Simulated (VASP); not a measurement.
# Ge (P6_3/mmc) in VASP: single point with PBE

Aim: the single point of Ge with PBE.

All numbers are computed with VASP 6.6.1; they aren't measurements. Logs are shortened: lines on timing, memory, paths and dates and some standing lists are left out, and cuts for length are marked.

### 1 The cell of the first run

The structure is hexagonal, space group P6_3/mmc (No. 194). The conventional cell has a = 3.002 Å, b = 3.002 Å, c = 4.939 Å, α = 90.00°, β = 90.00°, γ = 120.00°. Within 4.0 Å of Ge (site symmetry -6m2) lie 12 Ge at 3.00 to 3.02 Å.

This isn't the form of Ge at room conditions, which is diamond.

### 2 Single point, PBE, non-collinear spin, zero start, spin-orbit coupling

Input file INCAR:

```
PREC = Accurate ; ENCUT = 520
EDIFF = 1E-6 ; ISMEAR = -1
SIGMA = 0.05 ; LREAL = False
LASPH = True ; NELM = 150
ALGO = Normal ; ISIF = 2
LWAVE = False ; LCHARG = False
MAGMOM = 0 0 0 0 0 0 ; LORBIT = 11
LSORBIT = True ; GGA_COMPAT = False
LORBMOM = True ; GGA = PE
NBANDS = 40
```

Input file KPOINTS:

```
regular mesh
0
Gamma
  16 16 9
```

Input file POSCAR:

```
Ge
1.0
    3.0015338479      0.0000000000      0.0000000000
   -1.5007669240      2.5994045626      0.0000000000
    0.0000000000      0.0000000000      4.9393605135
Ge
2
Direct
    0.3333333333      0.6666666667      0.2500000000
    0.6666666667      0.3333333333      0.7500000000
```

Potentials or basis: VASP PAW PBE potentials, release 64 (Ge_d).

Command:

```bash
$ cat potpaw_PBE.64/Ge_d/POTCAR > POTCAR
$ mpirun -np 1 vasp_ncl > vasp.out
```

OUTCAR:

```text
PREC = Accurate
   ENCUT = 520
   EDIFF = 1E-6
   ISMEAR = -1
   LREAL = False
   LASPH = True
   NELM = 150
   ISIF = 2
   LORBIT = 11
   LSORBIT = True
   GGA = PE

 ion  position               nearest neighbor table
   1  0.333  0.667  0.250-
   2  0.667  0.333  0.750-

  LATTYP: Found a hexagonal cell.
 ALAT       =     3.0015338479
 C/A-ratio  =     1.6456121316

  Lattice vectors:

 A1 = (   3.0015338479,   0.0000000000,   0.0000000000)
 A2 = (  -1.5007669240,   2.5994045626,   0.0000000000)
 A3 = (   0.0000000000,   0.0000000000,   4.9393605135)

Analysis of symmetry for initial positions (statically):
=====================================================================
 Subroutine PRICEL returns:
 Original cell was already a primitive cell.

 Routine SETGRP: Setting up the symmetry group for a
 hexagonal supercell.

 Subroutine GETGRP returns: Found 24 space group operations
 (whereof 12 operations were pure point group operations)
 out of a pool of 24 trial point group operations.

The static configuration has the point symmetry D_3d.
 The point group associated with its full space group is D_6h.

Analysis of symmetry for dynamics (positions and initial velocities):
=====================================================================
 Subroutine PRICEL returns:
 Original cell was already a primitive cell.

 Routine SETGRP: Setting up the symmetry group for a
 hexagonal supercell.

 Subroutine GETGRP returns: Found 24 space group operations
 (whereof 12 operations were pure point group operations)
 out of a pool of 24 trial point group operations.

The dynamic configuration has the point symmetry D_3d.
 The point group associated with its full space group is D_6h.

Analysis of structural, dynamic, and magnetic symmetry:
=====================================================================
 Subroutine PRICEL returns:
 Original cell was already a primitive cell.

 Routine SETGRP: Setting up the symmetry group for a
 hexagonal supercell.

 Subroutine GETGRP returns: Found 24 space group operations
 (whereof 12 operations were pure point group operations)
 out of a pool of 24 trial point group operations.

The overall configuration has the point symmetry D_3d.
 The point group associated with its full space group is D_6h.

 Subroutine INISYM returns: Found 24 space group operations
 (whereof 12 operations are pure point group operations),
 and found     1 'primitive' translations

----------------------------------------------------------------------------------------

                                     Primitive cell

  volume of cell :      38.5379

  direct lattice vectors                    reciprocal lattice vectors
     3.001533848  0.000000000  0.000000000     0.333162993  0.192351744  0.000000000
    -1.500766924  2.599404563  0.000000000     0.000000000  0.384703487  0.000000000
     0.000000000  0.000000000  4.939360513     0.000000000  0.000000000  0.202455358

  length of vectors
     3.001533848  3.001533848  4.939360513     0.384703487  0.384703487  0.202455358

  position of ions in fractional coordinates (direct lattice)
     0.333333333  0.666666667  0.250000000
     0.666666667  0.333333333  0.750000000

  ion indices of the primitive-cell ions
   primitive index   ion index
                 1           1
                 2           2

----------------------------------------------------------------------------------------

 KPOINTS: regular mesh

Automatic generation of k-mesh.
 Grid dimensions read from file:
 generate k-points for:   16   16    9

 Generating k-lattice:

  Cartesian coordinates                     Fractional coordinates (reciprocal lattice)
     0.020822687  0.012021984  0.000000000     0.062500000  0.000000000  0.000000000
     0.000000000  0.024043968  0.000000000     0.000000000  0.062500000  0.000000000
     0.000000000  0.000000000  0.022495040     0.000000000  0.000000000  0.111111111
[... 99 lines left out ...]

 number of electron      28.0000030 magnetization      -0.0000000     -0.0000000      0.0000000

 Free energy of the ion-electron system (eV)
  ---------------------------------------------------
  ext. energy  EPLUGINS =         0.00000000
  ---------------------------------------------------
  free energy    TOTEN  =        -8.40467855 eV

  energy without entropy =       -8.39842160  energy(sigma->0) =       -8.40155007

 E-fermi :   6.5964     XC(G=0): -11.1954

 val. band max:        6.5734752405   @ k =   0.1875   0.1875   0.0000
 cond. band min:       6.5995700384   @ k =   0.3125   0.1875   0.4444
 fundamental gap:      0.0260947979
 Fermi energy:         6.5964416939

 k-point     1 :       0.0000    0.0000    0.0000
  band No.  band energies     occupation
      1     -18.5016      1.00000
      2     -18.5016      1.00000
      3     -18.4994      1.00000
      4     -18.4994      1.00000
      5     -18.4976      1.00000
      6     -18.4976      1.00000
[... 1021 lines left out ...]
     39      18.6246      0.00000
     40      18.6246      0.00000

 [... further k-points ...]

------------------------ aborting loop because EDIFF is reached ----------------------------------------

  FORCE on cell =-STRESS in cart. coord.  units (eV):
  Direction    XX          YY          ZZ          XY          YZ          ZX
  --------------------------------------------------------------------------------------
  -------------------------------------------------------------------------------------
  Total       -0.0151179     -0.0151179     -0.0136818      0.0000000      0.0000000     -0.0000000
  in kB       -0.6285117     -0.6285117     -0.5688087      0.0000000      0.0000000     -0.0000000
  external PRESSURE =      -0.6086107 kB  Pullay stress =       0.0000000 kB

 VOLUME and BASIS-vectors are now :
 -----------------------------------------------------------------------------
  energy-cutoff  :      520.00
  volume of cell :       38.54
      direct lattice vectors                 reciprocal lattice vectors
     3.001533848  0.000000000  0.000000000     0.333162993  0.192351744  0.000000000
    -1.500766924  2.599404563  0.000000000     0.000000000  0.384703487  0.000000000
     0.000000000  0.000000000  4.939360513     0.000000000  0.000000000  0.202455358

 POSITION                                       TOTAL-FORCE (eV/Angst)
 -----------------------------------------------------------------------------------
     -0.00000      1.73294      1.23484        -0.000000      0.000000      0.000000
      1.50077      0.86647      3.70452         0.000000     -0.000000      0.000000
 -----------------------------------------------------------------------------------
    total drift:                                0.000000     -0.000000      0.000000

  FREE ENERGIE OF THE ION-ELECTRON SYSTEM (eV)
  ---------------------------------------------------
  free  energy   TOTEN  =        -8.4046785460 eV

  energy  without entropy=       -8.3984215983  energy(sigma->0) =       -8.40155007

 orbital moment (x)

 # of ion     p       d       tot
 ----------------------------------------
  1         0.000   0.000   0.000
  2        -0.000   0.000  -0.000
 ----------------------------------------
            0.000   0.000   0.000

 orbital moment (y)

 # of ion     p       d       tot
 ----------------------------------------
  1         0.000   0.000   0.000
  2         0.000  -0.000  -0.000
 ----------------------------------------
            0.000  -0.000   0.000

 orbital moment (z)

 # of ion     p       d       tot
 ----------------------------------------
  1         0.000  -0.000  -0.000
  2         0.000  -0.000  -0.000
 ----------------------------------------
            0.000  -0.000  -0.000

 Spin-Orbit-Coupling matrix elements

 Ion:    1  E_soc:     -0.0173157
 l=   1
     0.0000000    -0.0019580    -0.0019543
    -0.0019580     0.0000000    -0.0019580
    -0.0019543    -0.0019580     0.0000000
 l=   2
     0.0000000    -0.0001854     0.0000000    -0.0001854    -0.0007444
    -0.0001854     0.0000000    -0.0005583    -0.0001851    -0.0001854
     0.0000000    -0.0005583     0.0000000    -0.0005583     0.0000000
    -0.0001854    -0.0001851    -0.0005583     0.0000000    -0.0001854
    -0.0007444    -0.0001854     0.0000000    -0.0001854     0.0000000
 l=   3
     0.0000000     0.0000000     0.0000000     0.0000000     0.0000000     0.0000000     0.0000000
     0.0000000     0.0000000     0.0000000     0.0000000     0.0000000     0.0000000     0.0000000
     0.0000000     0.0000000     0.0000000     0.0000000     0.0000000     0.0000000     0.0000000
     0.0000000     0.0000000     0.0000000     0.0000000     0.0000000     0.0000000     0.0000000
     0.0000000     0.0000000     0.0000000     0.0000000     0.0000000     0.0000000     0.0000000
     0.0000000     0.0000000     0.0000000     0.0000000     0.0000000     0.0000000     0.0000000
     0.0000000     0.0000000     0.0000000     0.0000000     0.0000000     0.0000000     0.0000000

 Ion:    2  E_soc:     -0.0173157
 l=   1
     0.0000000    -0.0019580    -0.0019543
    -0.0019580     0.0000000    -0.0019580
    -0.0019543    -0.0019580     0.0000000
 l=   2
     0.0000000    -0.0001854     0.0000000    -0.0001854    -0.0007444
    -0.0001854     0.0000000    -0.0005583    -0.0001851    -0.0001854
     0.0000000    -0.0005583     0.0000000    -0.0005583     0.0000000
    -0.0001854    -0.0001851    -0.0005583     0.0000000    -0.0001854
    -0.0007444    -0.0001854     0.0000000    -0.0001854     0.0000000
 l=   3
     0.0000000     0.0000000     0.0000000     0.0000000     0.0000000     0.0000000     0.0000000
     0.0000000     0.0000000     0.0000000     0.0000000     0.0000000     0.0000000     0.0000000
     0.0000000     0.0000000     0.0000000     0.0000000     0.0000000     0.0000000     0.0000000
     0.0000000     0.0000000     0.0000000     0.0000000     0.0000000     0.0000000     0.0000000
     0.0000000     0.0000000     0.0000000     0.0000000     0.0000000     0.0000000     0.0000000
     0.0000000     0.0000000     0.0000000     0.0000000     0.0000000     0.0000000     0.0000000
     0.0000000     0.0000000     0.0000000     0.0000000     0.0000000     0.0000000     0.0000000

 total charge

# of ion       s       p       d       tot
------------------------------------------
    1        1.272   0.877  10.017  12.167
    2        1.272   0.877  10.017  12.167
--------------------------------------------------
tot          2.544   1.755  20.035  24.333

 magnetization (x)

# of ion       s       p       d       tot
------------------------------------------
    1        0.000   0.000   0.000   0.000
    2       -0.000  -0.000   0.000  -0.000
--------------------------------------------------
tot         -0.000   0.000   0.000  -0.000

 magnetization (y)

# of ion       s       p       d       tot
------------------------------------------
    1       -0.000  -0.000  -0.000  -0.000
    2       -0.000  -0.000  -0.000  -0.000
--------------------------------------------------
tot         -0.000  -0.000  -0.000  -0.000

 magnetization (z)

# of ion       s       p       d       tot
------------------------------------------
    1        0.000   0.000   0.000   0.000
    2        0.000   0.000   0.000   0.000
--------------------------------------------------
tot          0.000   0.000   0.000   0.000
```

It took 6.3 min on 1 thread of Oxide Virtual Turin-like, shared host; peak memory 0.42 GiB.

Results:

```yaml
Free_energy: -8.4047 eV
Pressure: -0.1 GPa
Net_moment: 0.00 μB per cell
Valence_electrons_inside_the_program's_atomic_spheres: Ge 12.17
```

Moments on the atoms (μB; x, y, z):
```
Ge  0.00 0.00 0.00
Ge  0.00 0.00 0.00
```
